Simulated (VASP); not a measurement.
Set up this calculation in VASP 6.6.1, as the native input.

- Task: single point
- Functional: RPBE
- Potentials or basis: VASP PAW PBE potentials, release 64 (Co_sv, O)
- Cutoff: 700 eV
- k mesh: 11 × 11 × 11
- Occupations: fermi-dirac, width 0.05 eV
- Spin: collinear spin, ferromagnetic start
- Starting moments: [2.0, 0.0] μB
- Dipole correction: no
- Further INCAR settings: ALGO = Normal; EDIFF = 1e-06; NBANDS = 22

The structure of CoO lies in POSCAR:

```
CoO
1.0
    0.0000000000      2.1492133027      2.1492133027
    2.1492133027      0.0000000000      2.1492133027
    2.1492133027      2.1492133027      0.0000000000
Co O
1 1
Direct
    0.0000000000      0.0000000000      0.0000000000
    0.5000000000      0.5000000000      0.5000000000
```

These files were run (other wordings do the same):

INCAR

```
SYSTEM = CoO
PREC     = Accurate       ! precision mode
ENCUT    = 700            ! plane-wave cutoff, eV
EDIFF    = 1E-6           ! SCF threshold, eV
ISMEAR   = -1             ! smearing method
SIGMA    = 0.05           ! smearing width, eV
LREAL    = .FALSE.        ! projectors in reciprocal space
LASPH    = .TRUE.         ! aspherical terms in the spheres
NELM     = 200            ! most SCF steps
ALGO     = Normal         ! electronic algorithm
ISIF     = 2              ! what is computed and relaxed
LWAVE    = .FALSE.        ! write WAVECAR
LCHARG   = .FALSE.        ! write CHGCAR
ISPIN    = 2              ! spin polarisation
MAGMOM   = 2 0            ! initial moments
LORBIT   = 11             ! projections on sites
LMAXMIX  = 4              ! l up to which the mixer works
GGA      = RP             ! functional
NBANDS   = 22             ! bands
GGA_COMPAT= .FALSE.
```

KPOINTS

```
Automatic mesh
0
G
  11 11 11
  0 0 0
```

Potentials or basis: VASP PAW PBE potentials, release 64 (Co_sv, O).

Launch:

```sh
$ cat potpaw_PBE.64/Co_sv/POTCAR potpaw_PBE.64/O/POTCAR > POTCAR
$ mpirun -np 1 vasp_std > vasp.out
```

Results of the run:

```yaml
Pressure: -1.0 GPa
Band_gap_on_the_k_mesh: zero (filled and empty bands overlap)
Net_moment: 2.98 μB per cell
Site_moments: Co +2.57; O +0.30 μB
Valence_electrons_inside_the_program's_atomic_spheres: Co 14.86; O 4.99
```

Caveat: the PAW data sets were made with another functional, which shifts forces and pressure a little; a cell with one magnetic atom can't hold antiferromagnetic order, which such compounds often take; semilocal functionals often make such compounds metallic where correlation or magnetic order opens a gap, which also shifts bond lengths.

Run time: 45 s on 1 thread of Intel(R) Xeon(R) 6975P-C (Granite Rapids), with other jobs on the host, peak memory 0.2 GiB.
